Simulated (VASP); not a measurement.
# CsCaF3 (P4/mmm) in VASP: further runs

The runs below take CsCaF3 through single point, with LDA.

All numbers are computed with VASP 6.6.1; they aren't measurements. Logs are shortened: lines on timing, memory, paths and dates and some standing lists are left out, and cuts for length are marked.

## (1) The cell of the first run

Symmetry: P4/mmm, No. 123, tetragonal system. Conventional cell: a = 4.656 Å, b = 4.656 Å, c = 4.453 Å, α = 90.00°, β = 90.00°, γ = 90.00°. Cs (site symmetry 4/mmm) has 12 F at 3.22 to 3.29 Å and 8 Ca at 3.97 Å within 4.2 Å. Ca (site symmetry 4/mmm) has 6 F at 2.23 to 2.33 Å within 2.9 Å. Within 3.3 Å of F (site symmetry mmm) lie 2 Ca at 2.33 Å and 4 Cs at 3.22 Å and 8 F at 3.22 to 3.29 Å. Within 2.9 Å of F (site symmetry 4/mmm) lie 2 Ca at 2.23 Å.

## (2) Single point, LDA (strain +0.030 along x and y, -0.015 along z)

INCAR

```
SYSTEM = CsCaF3
PREC     = Accurate       ! precision mode
ENCUT    = 520            ! plane-wave cutoff, eV
EDIFF    = 1E-6           ! SCF threshold, eV
ISMEAR   = 0              ! smearing method
SIGMA    = 0.05           ! smearing width, eV
LREAL    = .False.        ! projectors in reciprocal space
LASPH    = .True.         ! aspherical terms in the spheres
NELM     = 60             ! most SCF steps
ALGO     = Normal         ! electronic algorithm
ISIF     = 2              ! what is computed and relaxed
LWAVE    = .False.        ! write WAVECAR
LCHARG   = .False.        ! write CHGCAR
NBANDS   = 28             ! bands
```

KPOINTS

```
Automatic mesh
0
Gamma
  6 6 6
  0 0 0
```

POSCAR

```
CsCaF3
1.0
    4.6561469609      0.0000000000      0.0000000000
    0.0000000000      4.6561469609      0.0000000000
    0.0000000000      0.0000000000      4.4527230646
Cs Ca F
1 1 3
Direct
    0.0000000000      0.0000000000      0.0000000000
    0.5000000000      0.5000000000      0.5000000000
    0.0000000000      0.5000000000      0.5000000000
    0.5000000000      0.0000000000      0.5000000000
    0.5000000000      0.5000000000      0.0000000000
```

Potentials or basis: VASP PAW LDA potentials, release 64 (Cs_sv, Ca_sv, F).

Launch:

```sh
cat potpaw_LDA.64/Cs_sv/POTCAR potpaw_LDA.64/Ca_sv/POTCAR potpaw_LDA.64/F/POTCAR > POTCAR
mpirun -np 1 vasp_std > vasp.out
```

OUTCAR:

```text
SYSTEM = CsCaF3
   PREC = Accurate
   ENCUT = 520
   EDIFF = 1E-6
   ISMEAR = 0
   LREAL = .False.
   LASPH = .True.
   NELM = 60
   ISIF = 2

 ion  position               nearest neighbor table
   1  0.000  0.000  0.000-
   2  0.500  0.500  0.500-   5 2.23   5 2.23   3 2.33   4 2.33   4 2.33   3 2.33
   3  0.000  0.500  0.500-   2 2.33   2 2.33
   4  0.500  0.000  0.500-   2 2.33   2 2.33
   5  0.500  0.500  0.000-   2 2.23   2 2.23

  LATTYP: Found a simple tetragonal cell.
 ALAT       =     4.6561469609
 C/A-ratio  =     0.9563106796

  Lattice vectors:

 A1 = (   4.6561469609,   0.0000000000,   0.0000000000)
 A2 = (   0.0000000000,   4.6561469609,   0.0000000000)
 A3 = (   0.0000000000,   0.0000000000,   4.4527230646)

Analysis of symmetry for initial positions (statically):
=====================================================================
 Subroutine PRICEL returns:
 Original cell was already a primitive cell.

 Routine SETGRP: Setting up the symmetry group for a
 simple tetragonal supercell.

 Subroutine GETGRP returns: Found 16 space group operations
 (whereof 16 operations were pure point group operations)
 out of a pool of 16 trial point group operations.

The static configuration has the point symmetry D_4h.

Analysis of symmetry for dynamics (positions and initial velocities):
=====================================================================
 Subroutine PRICEL returns:
 Original cell was already a primitive cell.

 Routine SETGRP: Setting up the symmetry group for a
 simple tetragonal supercell.

 Subroutine GETGRP returns: Found 16 space group operations
 (whereof 16 operations were pure point group operations)
 out of a pool of 16 trial point group operations.

The dynamic configuration has the point symmetry D_4h.

 Subroutine INISYM returns: Found 16 space group operations
 (whereof 16 operations are pure point group operations),
 and found     1 'primitive' translations

----------------------------------------------------------------------------------------

                                     Primitive cell

  volume of cell :      96.5337

[... 90 lines left out ...]
   LSORBIT =      F    spin-orbit coupling
   LASPH  =      T    aspherical Exc in radial PAW
   ENCUT  =  520.0 eV  38.22 Ry    6.18 a.u.   8.66  8.66  8.28*2*pi/ulx,y,z
   NELM   =     60;   NELMIN=  2; NELMDL= -5     # of ELM steps
   EDIFF  = 0.1E-05   stopping-criterion for ELM
   LREAL  =      F    real-space projection
   EDIFFG = 0.1E-04   stopping-criterion for IOM
   NSW    =      0    number of steps for IOM
   IBRION =     -1    ionic relax: 0-MD 1-quasi-New 2-CG
   NFREE  =      0    steps in history (QN), initial steepest desc. (CG)
   ISIF   =      2    stress and relaxation
   ISYM   =      2    0-nonsym 1-usesym 2-fastsym
   POTIM  = 0.5000    time-step for ionic-motion
   TEBEG  =    0.0;   TEEND  =   0.0 temperature during run
   PSTRESS=    0.0 pullay stress
   NELECT =      40.0000    total number of electrons
   NUPDOWN=      -1.0000    fix difference up-down
   EMIN   =  10.00;   EMAX   =-10.00  energy-range for DOS
   EFERMI =   0.00;   METHOD = LEGACY
   ISMEAR =     0;   SIGMA  =   0.05  broadening in eV -4-tet -1-fermi 0-gaus
   EFERMI_NEDOS =   21; number of points for ismear=-14 and -15
   IALGO  =     38    algorithm
   IMIX   =      4    mixing-type and parameters
     AMIX     =   0.40;   BMIX     =  1.00
     AMIX_MAG =   1.60;   BMIX_MAG =  1.00
  volume/ion in A,a.u.               =      19.31       130.29
  Fermi-wavevector in a.u.,A,eV,Ry     =   1.220493  2.306397 20.267268  1.489602
  Thomas-Fermi vector in A             =   2.355708
   LORBIT       =      0    0 simple, 1 ext, 2 COOP (PROOUT), +10 PAW based schemes
   GGA     = CA    functional components
   LHFCALC =     F    Hartree Fock is set to
   AEXX    =    0.0000 exact exchange contribution
   IVDW    =     0    specifies the selected vdW correction
   LEPSILON=     F    determine dielectric tensor
   LRPA    =     F    only Hartree local field effects (RPA)
 non-spin polarized calculation
 Gauss-broadening in eV      SIGMA  =   0.05
  energy-cutoff  :      520.00
  volume of cell :       96.53
 maximum number of plane-waves:      2640
 NGX is ok and might be reduce to    36
   NGX = 17   NGY = 17   NGZ = 17

 number of electron      40.0000010 magnetization

 Free energy of the ion-electron system (eV)
  ---------------------------------------------------
  ext. energy  EPLUGINS =         0.00000000
  ---------------------------------------------------
  free energy    TOTEN  =       -27.76572165 eV

  energy without entropy =      -27.76572165  energy(sigma->0) =      -27.76572165

 E-fermi :  -1.9305     XC(G=0):  -9.4552

 val. band max:       -2.1750650344   @ k =   0.5000   0.5000   0.5000
 cond. band min:       4.3249494256   @ k =   0.0000   0.0000   0.0000
 fundamental gap:      6.5000144600
 Fermi energy:        -1.9304824816

 k-point     1 :       0.0000    0.0000    0.0000
  band No.  band energies     occupation
      1     -37.5248      2.00000
      2     -21.0407      2.00000
      3     -20.7919      2.00000
      4     -20.6865      2.00000
      5     -19.4177      2.00000
      6     -18.9617      2.00000
[... 733 lines left out ...]
     27       8.7875      0.00000
     28       9.0118      0.00000

 [... further k-points ...]

------------------------ aborting loop because EDIFF is reached ----------------------------------------

  FORCE on cell =-STRESS in cart. coord.  units (eV):
  Direction    XX          YY          ZZ          XY          YZ          ZX
  --------------------------------------------------------------------------------------
  -------------------------------------------------------------------------------------
  Total       -3.8837496     -3.8837496     -2.1319634      0.0000000      0.0000000      0.0000000
  in kB      -64.4588803    -64.4588803    -35.3843551      0.0000000      0.0000000      0.0000000
  external PRESSURE =     -54.7673719 kB  Pullay stress =       0.0000000 kB

 VOLUME and BASIS-vectors are now :
 -----------------------------------------------------------------------------
  energy-cutoff  :      520.00
  volume of cell :       96.53
      direct lattice vectors                 reciprocal lattice vectors
     4.656146961  0.000000000  0.000000000     0.214769853  0.000000000  0.000000000
     0.000000000  4.656146961  0.000000000     0.000000000  0.214769853  0.000000000
     0.000000000  0.000000000  4.452723065     0.000000000  0.000000000  0.224581674

 POSITION                                       TOTAL-FORCE (eV/Angst)
 -----------------------------------------------------------------------------------
      0.00000      0.00000      0.00000         0.000000      0.000000      0.000000
      2.32807      2.32807      2.22636         0.000000      0.000000      0.000000
      0.00000      2.32807      2.22636         0.000000      0.000000      0.000000
      2.32807      0.00000      2.22636         0.000000      0.000000      0.000000
      2.32807      2.32807      0.00000         0.000000      0.000000      0.000000
 -----------------------------------------------------------------------------------
    total drift:                                0.000000      0.000000      0.000000

  FREE ENERGIE OF THE ION-ELECTRON SYSTEM (eV)
  ---------------------------------------------------
  free  energy   TOTEN  =       -27.7657216455 eV

  energy  without entropy=      -27.7657216455  energy(sigma->0) =      -27.76572165
```

OSZICAR:

```text
N       E                     dE             d eps       ncg     rms          rms(c)
DAV:   1     0.344239641473E+03    0.34424E+03   -0.21665E+04  2240   0.138E+03
DAV:   2    -0.703314747233E+01   -0.35127E+03   -0.34085E+03  2828   0.346E+02
DAV:   3    -0.295031821152E+02   -0.22470E+02   -0.22398E+02  2824   0.918E+01
DAV:   4    -0.305587943626E+02   -0.10556E+01   -0.10535E+01  4140   0.124E+01
DAV:   5    -0.305645843132E+02   -0.57900E-02   -0.57898E-02  2716   0.847E-01    0.972E+00
DAV:   6    -0.279276623355E+02    0.26369E+01   -0.10714E+01  2464   0.239E+01    0.375E+00
DAV:   7    -0.278602094454E+02    0.67453E-01   -0.12739E+00  2900   0.628E+00    0.224E+00
DAV:   8    -0.277774206661E+02    0.82789E-01   -0.18341E-01  2876   0.348E+00    0.585E-01
DAV:   9    -0.277655802569E+02    0.11840E-01   -0.51929E-02  2988   0.137E+00    0.171E-01
DAV:  10    -0.277657530252E+02   -0.17277E-03   -0.36684E-03  2668   0.383E-01    0.764E-02
DAV:  11    -0.277657248141E+02    0.28211E-04   -0.33043E-04  2972   0.133E-01    0.172E-02
DAV:  12    -0.277657246767E+02    0.13739E-06   -0.46636E-05  3048   0.547E-02    0.995E-03
DAV:  13    -0.277657216614E+02    0.30153E-05   -0.16684E-05  3140   0.249E-02    0.321E-03
DAV:  14    -0.277657216455E+02    0.15894E-07   -0.19850E-06  2152   0.105E-02
   1 F= -.27765722E+02 E0= -.27765722E+02  d E =-.138910E-13
```

stdout:

```text
POSCAR found type information on POSCAR CsCaF
 POSCAR found :  3 types and       5 ions
 scaLAPACK will be used
 LDA part: xc-table for (Slater(with rela. corr.)+CA(PZ))
 , standard interpolation
 POSCAR, INCAR and KPOINTS ok, starting setup
 FFT: planning ... GRIDC
 FFT: planning ... GRID_SOFT
 FFT: planning ... GRID
 WAVECAR not read
 entering main loop
```

Wall time 2.5 min (1 thread of Intel Xeon 8259CL, shared host); peak memory 0.24 GiB.

Results:

```
Free energy            : -27.7657 eV
Pressure               : -5.5 GPa
Band gap on the k mesh : 6.50 eV (least direct gap 6.53 eV)
```

Caveat: the cell differs from its parent crystal (strain +0.030 along x and y, -0.015 along z); the cell stands under tension; spin-orbit coupling is left out, which moves the levels of the heavy elements.

## (3) Single point, LDA (strain +0.030 along x and y, +0.000 along z)

INCAR

```
PREC = Accurate ; ENCUT = 520
EDIFF = 1E-7 ; ISMEAR = 0
SIGMA = 0.05 ; LREAL = False
LASPH = True ; NELM = 60
ALGO = Normal ; ISIF = 2
LWAVE = False ; LCHARG = False
GGA = CA ; NBANDS = 28
```

KPOINTS

```
Automatic mesh
0
Gamma
  6 6 6
```

POSCAR, as its differences from that of step 2:

```diff
@@ -4,3 +4,3 @@
     0.0000000000      4.6561469609      0.0000000000
-    0.0000000000      0.0000000000      4.4527230646
+    0.0000000000      0.0000000000      4.5205310300
 Cs Ca F
```

Potentials or basis: VASP PAW LDA potentials, release 64 (Cs_sv, Ca_sv, F).

Launch:

```sh
cat potpaw_LDA.64/Cs_sv/POTCAR potpaw_LDA.64/Ca_sv/POTCAR potpaw_LDA.64/F/POTCAR > POTCAR
mpirun -np 1 vasp_std > vasp.out
```

Wall time 2.6 min (1 thread of Intel Xeon 8259CL, shared host); peak memory 0.24 GiB.

Results (log left out):

* Free energy: -27.7287 eV
* Pressure: -6.1 GPa
* Band gap on the k mesh: 6.43 eV (least direct gap 6.47 eV)

Stress tensor (GPa, compression positive):
```
-6.67  0.00  0.00
 0.00 -6.67  0.00
 0.00  0.00 -4.94
```

Levels at points of the mesh, in eV from the valence-band top:
```tsv
k point	band 18	band 19	band 20	band 21	band 22	band 23
(0.00, 0.00, 0.00)	-0.07	-0.07	-0.04	6.43	7.81	7.87
(0.50, 0.00, 0.00)	-0.34	-0.29	-0.27	8.15	8.61	8.73
(0.50, 0.50, 0.00)	-0.33	-0.33	-0.02	8.35	8.72	8.72
(0.00, 0.00, 0.50)	-0.48	-0.26	-0.26	8.22	8.57	8.92
(0.50, 0.00, 0.50)	-0.17	-0.16	-0.03	8.27	8.62	8.71
(0.50, 0.50, 0.50)	0.00	0.00	0.00	8.51	8.54	8.54
```

Caveat: the cell differs from its parent crystal (strain +0.030 along x and y, +0.000 along z); the cell stands under tension; spin-orbit coupling is left out, which moves the levels of the heavy elements.

## (4) Single point, LDA (strain +0.015 along x and y, +0.030 along z)

INCAR

```
SYSTEM = CsCaF3
PREC = Accurate
ENCUT = 520
EDIFF = 1E-6
ISMEAR = 0
SIGMA = 0.05
LREAL = .False.
LASPH = .True.
NELM = 100
ALGO = Normal
ISIF = 2
LWAVE = .False.
LCHARG = .False.
GGA = CA
NBANDS = 28
```

KPOINTS

```
regular mesh
0
Gamma
  6 6 6
  0 0 0
```

POSCAR, as its differences from that of step 3:

```diff
@@ -2,5 +2,5 @@
 1.0
-    4.6561469609      0.0000000000      0.0000000000
-    0.0000000000      4.6561469609      0.0000000000
-    0.0000000000      0.0000000000      4.5205310300
+    4.5883389954      0.0000000000      0.0000000000
+    0.0000000000      4.5883389954      0.0000000000
+    0.0000000000      0.0000000000      4.6561469609
 Cs Ca F
```

Launch:

```sh
cat potpaw_LDA.64/Cs_sv/POTCAR potpaw_LDA.64/Ca_sv/POTCAR potpaw_LDA.64/F/POTCAR > POTCAR
mpirun -np 1 vasp_std > vasp.out
```

It took 2.4 min on 1 thread of Intel Xeon 8259CL, shared host; peak memory 0.24 GiB.

The run converged. Its results:

```
Free energy            : -27.7356 eV
Pressure               : -6.2 GPa
Band gap on the k mesh : 6.43 eV (least direct gap 6.49 eV)
```

Stress tensor (GPa, compression positive):
```
-5.92  0.00  0.00
 0.00 -5.92  0.00
 0.00  0.00 -6.70
```

Levels at points of the mesh, in eV from the valence-band top:
```
           k point  band 18  band 19  band 20  band 21  band 22  band 23
(0.00, 0.00, 0.00)    -0.08    -0.06    -0.06     6.43     7.83     7.86
(0.50, 0.00, 0.00)    -0.42    -0.27    -0.26     8.19     8.59     8.83
(0.50, 0.50, 0.00)    -0.16    -0.16    -0.02     8.28     8.67     8.67
(0.00, 0.00, 0.50)    -0.34    -0.28    -0.28     8.16     8.61     8.74
(0.50, 0.00, 0.50)    -0.24    -0.24    -0.02     8.32     8.67     8.71
(0.50, 0.50, 0.50)    -0.01     0.00     0.00     8.53     8.53     8.55
```

Caveat: the cell differs from its parent crystal (strain +0.015 along x and y, +0.030 along z); the cell stands under tension; spin-orbit coupling is left out, which moves the levels of the heavy elements. A k mesh can miss the band edges.

## (5) Single point, LDA (strain +0.030 along x and y, +0.015 along z)

INCAR

```
  PREC = Accurate
  ENCUT = 520
  EDIFF = 1E-7
  ISMEAR = 0
  SIGMA = 0.05
  LREAL = False
  LASPH = True
  NELM = 100
  ALGO = Normal
  ISIF = 2
  LWAVE = False
  LCHARG = True
  LELF = True
  LVHAR = True
  NBANDS = 28
```

KPOINTS

```
regular mesh
0
Gamma
  6 6 6
```

POSCAR, as its differences from that of step 4:

```diff
@@ -2,5 +2,5 @@
 1.0
-    4.5883389954      0.0000000000      0.0000000000
-    0.0000000000      4.5883389954      0.0000000000
-    0.0000000000      0.0000000000      4.6561469609
+    4.6561469609      0.0000000000      0.0000000000
+    0.0000000000      4.6561469609      0.0000000000
+    0.0000000000      0.0000000000      4.5883389954
 Cs Ca F
```

Launch:

```sh
cat potpaw_LDA.64/Cs_sv/POTCAR potpaw_LDA.64/Ca_sv/POTCAR potpaw_LDA.64/F/POTCAR > POTCAR
mpirun -np 1 vasp_std > vasp.out
```

Wall time 1.7 min (1 thread of Intel Xeon 8259CL, shared host); peak memory 0.24 GiB.

Results (log left out):

```
Free energy            : -27.6797 eV
Pressure               : -6.6 GPa
Band gap on the k mesh : 6.35 eV (least direct gap 6.41 eV)
```

Stress tensor (GPa, compression positive):
```
-6.86  0.00  0.00
 0.00 -6.86  0.00
 0.00  0.00 -6.10
```

Levels at points of the mesh, in eV from the valence-band top:
| k point | band 16 | band 17 | band 18 | band 19 | band 20 | band 21 | band 22 | band 23 | band 24 | band 25 |
| --- | --- | --- | --- | --- | --- | --- | --- | --- | --- | --- |
| (0.00, 0.00, 0.00) | -0.36 | -0.33 | -0.08 | -0.08 | -0.06 | 6.35 | 7.80 | 7.83 | 8.08 | 8.14 |
| (0.50, 0.00, 0.00) | -0.49 | -0.36 | -0.36 | -0.28 | -0.27 | 8.09 | 8.54 | 8.73 | 9.03 | 9.05 |
| (0.50, 0.50, 0.00) | -0.61 | -0.59 | -0.27 | -0.27 | -0.01 | 8.26 | 8.63 | 8.63 | 8.69 | 10.10 |
| (0.00, 0.00, 0.50) | -0.48 | -0.45 | -0.45 | -0.26 | -0.26 | 8.12 | 8.52 | 8.81 | 9.09 | 9.09 |
| (0.50, 0.00, 0.50) | -0.63 | -0.56 | -0.20 | -0.19 | -0.02 | 8.22 | 8.59 | 8.63 | 8.74 | 10.21 |
| (0.50, 0.50, 0.50) | -0.57 | -0.49 | 0.00 | 0.00 | 0.00 | 8.47 | 8.49 | 8.49 | 9.48 | 9.52 |

Caveat: the cell differs from its parent crystal (strain +0.030 along x and y, +0.015 along z); the cell stands under tension; spin-orbit coupling is left out, which moves the levels of the heavy elements.

## (6) Overview

```csv
cell,gap on the mesh (eV),pressure (GPa)
"a = 4.656, b = 4.656, c = 4.453 Å, 5 atoms",6.50,-5.5
"a = 4.656, b = 4.656, c = 4.521 Å, 5 atoms",6.43,-6.1
"a = 4.588, b = 4.588, c = 4.656 Å, 5 atoms",6.43,-6.2
"a = 4.656, b = 4.656, c = 4.588 Å, 5 atoms",6.35,-6.6
```

Alike in all rows: task single point; level LDA; potentials or basis VASP PAW LDA potentials, release 64 (Cs_sv, Ca_sv, F); no spin polarisation; k mesh 6 × 6 × 6; cutoff (eV) 520; smearing gaussian 0.05 eV.

Caveats: the cell stands under tension; spin-orbit coupling is left out, which moves the levels of the heavy elements.

Total energies depend on the potentials used, so only differences within one code and one set of settings carry meaning.
